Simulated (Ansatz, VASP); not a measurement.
## Cu2Os in VASP and in Ansatz

Contents of INCAR:

```
ALGO = Fast
EDIFF = 1E-6
EDIFFG = -0.01
ENCUT = 600
GGA = PE
IBRION = 2
ISIF = 3
ISMEAR = 0
LASPH = True
LCHARG = False
LREAL = False
LWAVE = False
NELM = 100
NSW = 100
PREC = Accurate
SIGMA = 0.1
```

File KPOINTS:

```
k-points
0
Gamma
  10 10 10
```

POSCAR

```
Cu2Os
1.0
    0.0000000000      3.3412184518      3.3412184518
    3.3412184518      0.0000000000      3.3412184518
    3.3412184518      3.3412184518      0.0000000000
Cu Os
4 2
Direct
    0.1250000000      0.1250000000      0.1250000000
    0.6250000000      0.1250000000      0.1250000000
    0.1250000000      0.1250000000      0.6250000000
    0.1250000000      0.6250000000      0.1250000000
    0.5000000000      0.5000000000      0.5000000000
    0.7500000000      0.7500000000      0.7500000000
```

Input for Ansatz:

```yaml
crystal:
  lattice:
    - [0.0, 3.3412184518, 3.3412184518]
    - [3.3412184518, 0.0, 3.3412184518]
    - [3.3412184518, 3.3412184518, 0.0]
  atoms:
    - { symbol: Cu, position: [0.125, 0.125, 0.125] }
    - { symbol: Cu, position: [0.625, 0.125, 0.125] }
    - { symbol: Cu, position: [0.125, 0.125, 0.625] }
    - { symbol: Cu, position: [0.125, 0.625, 0.125] }
    - { symbol: Os, position: [0.5, 0.5, 0.5] }
    - { symbol: Os, position: [0.75, 0.75, 0.75] }
basis:
  ecutwfc: 420
kpoints:
  mp_grid: { grid: [10, 10, 10] }
hamiltonian:
  xc: pbe
scf:
  occupations: { method: gaussian, width: 0.1 }
output:
  forces: true
  stress: true
  eigenvalues: true
relax:
  adjacent_minimum: "off"
  f_tol: 0.01
  max_steps: 80
  cell: { stress_tol: 0.05 }
```

Alike in both runs: task relaxation of cell and atoms; functional PBE; k mesh 10 × 10 × 10; occupations gaussian, width 0.1 eV; no spin polarisation.

|  | VASP | Ansatz |
| --- | --- | --- |
| version | VASP 6.6.1 | Ansatz 0.2.0 |
| potentials or method | VASP PAW PBE potentials, release 64 (Cu, Os), cutoff 600 eV | scalar-relativistic, plane waves, PAW |
| valence electrons in the cell | 60 | 108 |

|  | VASP | Ansatz | Ansatz less VASP |
| --- | --- | --- | --- |
| gap on the k mesh at the Fermi level, each at its own relaxed structure (eV) | none | none | - |
| relaxed volume (Å³/atom) | 12.41 | 12.40 | -0.011 |
| relaxed cell length with the largest relative difference (Å) | 4.722 | 4.721 | -0.0015 |

A gap of «none» marks a metal or a gap that the smearing closes. VASP's potentials hold 60 valence electrons a cell and Ansatz's 108, so a difference there can come from the potentials and not from the codes.

Spin-orbit coupling is off throughout.
